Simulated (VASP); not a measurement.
Write the native input for VASP 6.6.1 that does the following.

```
Task                   : single point
Functional             : PBE
Potentials or basis    : VASP PAW PBE potentials, release 64 (Cu)
Cutoff                 : 520 eV
k mesh                 : 20 × 20 × 20
Occupations            : gaussian, width 0.1 eV
Spin                   : no spin polarisation
Dipole correction      : no
Further INCAR settings : ALGO = Normal; EDIFF = 1e-06; NBANDS = 12
```

The structure of Cu lies in POSCAR:

```
Cu
1.0
   -1.4242640439      1.4242640439      1.3473987869
    1.4242640439     -1.4242640439      1.3473987869
    1.4242640439      1.4242640439     -1.3473987869
Cu
1
Direct
    0.0000000000      0.0000000000      0.0000000000
```

This cell differs from its parent crystal: volume scaled by 0.91, then relaxed in part.

The input as run:

INCAR

```
PREC = Accurate ; ENCUT = 520
EDIFF = 1E-6 ; ISMEAR = 0
SIGMA = 0.1 ; LREAL = F
LASPH = T ; NELM = 60
ALGO = Normal ; ISIF = 2
LWAVE = F ; LCHARG = T
GGA = PE ; LELF = T
LVHAR = T ; NBANDS = 12
```

KPOINTS

```
regular mesh
0
Gamma
  20 20 20
```

Potentials or basis: VASP PAW PBE potentials, release 64 (Cu).

The run is started by

```bash
$ cat potpaw_PBE.64/Cu/POTCAR > POTCAR
$ mpirun -np 1 vasp_std > vasp.out
```

Results of the run:

```yaml
Pressure: 17.0 GPa
```

It took 34 s on 1 thread of Intel(R) Xeon(R) 6975P-C (Granite Rapids), on a shared host, peak memory 0.18 GiB.
